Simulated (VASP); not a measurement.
Wanted: the native input for a VASP 6.6.1 run.

```
Task                   : relaxation of cell and atoms
Functional             : PBE
Potentials or basis    : VASP PAW PBE potentials, release 64 (Be, Se)
Cutoff                 : 600 eV
k mesh                 : 4 × 4 × 6
Occupations            : gaussian, width 0.1 eV
Spin                   : no spin polarisation
Dipole correction      : no
Further INCAR settings : ALGO = Normal; EDIFF = 1e-06; IBRION = 2; EDIFFG = -0.04; NSW = 90; ISIF = 3
```

The structure of BeSe4 lies in POSCAR:

```
BeSe4
1.0
    3.9484494000     -4.2002914200      0.0000000000
    3.9484494000      4.2002914200      0.0000000000
    0.0000000000      0.0000000000      3.5131735700
Be Se
1 4
Direct
    0.0000000000      0.0000000000      0.0000000000
    0.2796676500      0.2796676500      0.0000000000
    0.1815461400      0.8184538600      0.5000000000
    0.8184538600      0.1815461400      0.5000000000
    0.7203323500      0.7203323500      0.0000000000
```

The cell was built from a structure type or drawn by symmetry, and may not be a known phase.

The input as run:

INCAR

```
PREC = Accurate ; ENCUT = 600
EDIFF = 1E-6 ; ISMEAR = 0
SIGMA = 0.1 ; LREAL = False
LASPH = True ; NELM = 100
ALGO = Normal ; ISIF = 3
LWAVE = False ; LCHARG = False
GGA = PE ; IBRION = 2
NSW = 90 ; EDIFFG = -0.04
```

KPOINTS

```
regular mesh
0
Gamma
  4 4 6
```

Potentials or basis: VASP PAW PBE potentials, release 64 (Be, Se).

Command:

```sh
$ cat potpaw_PBE.64/Be/POTCAR potpaw_PBE.64/Se/POTCAR > POTCAR
$ mpirun -np 1 vasp_std > vasp.out
```

It gave:

```
Relaxed volume                        : 27.32 Å³/atom
Relaxed cell                          : a = 6.281 Å, b = 6.281 Å, c = 3.516 Å, α = 90.00°, β = 90.00°, γ = 79.92°
Space group after relaxing (to 0.1 Å) : Cmmm (No. 65)
Energy gained by relaxing             : 305.4 meV/atom
Ionic steps                           : 68
Pressure after relaxing               : -0.1 GPa
Largest force after relaxing          : 0.026 eV/Å
Band gap on the k mesh                : zero (bands 13 and 14 overlap by 1.14 eV)
```

Caveat: the volume moved by over 15 % at a fixed basis, so the end points are rough.

Wall time 18 min on 1 thread of Intel(R) Xeon(R) 6975P-C (Granite Rapids), with other jobs on the host, peak memory 0.29 GiB.
